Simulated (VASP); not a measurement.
Sn:

```
Sn
1.0
     0.00000    3.23334    3.23334
     3.23334    0.00000    3.23334
     3.23334    3.23334    0.00000
Sn
2
Direct
  0.75000 0.75000 0.75000
  0.50000 0.50000 0.50000
```

| Quantity | Value |
| --- | --- |
| Program | VASP 6.6.1 |
| Task | relaxation of cell and atoms |
| Functional | RPBE |
| Potentials or basis | VASP PAW PBE potentials, release 64 (Sn_d) |
| Cutoff | 600 eV |
| k mesh | 7 × 7 × 7 |
| Occupations | fermi-dirac, width 0.05 eV |
| Spin | no spin polarisation |

At the start: pressure 5.2 GPa; volume 33.80 Å³/atom.

Problem. How do energy, volume and symmetry change on relaxing?

Solution. Over 3 steps the energy falls by 62.4 meV/atom and the volume is 38.12 Å³/atom (+12.8 %); space group Fd-3m (No. 227, to 0.05 Å).

Step by step:
```csv
step,energy change (eV),largest force (eV/Å),pressure (GPa),volume (Å³)
1,0.0000,0.0000,5.20,67.61
2,-0.1165,0.0000,-0.97,78.93
3,-0.1248,0.0000,0.01,76.24
```

Final structure:
```
Sn
1.0
     0.00000    3.36547    3.36547
     3.36547    0.00000    3.36547
     3.36547    3.36547    0.00000
Sn
2
Direct
  0.75000 0.75000 0.75000
  0.50000 0.50000 0.50000
```

Caveat: the PAW data sets were made with another functional, which shifts forces and pressure a little; the volume moved by +13 % from the deposited cell, more than functionals usually miss.
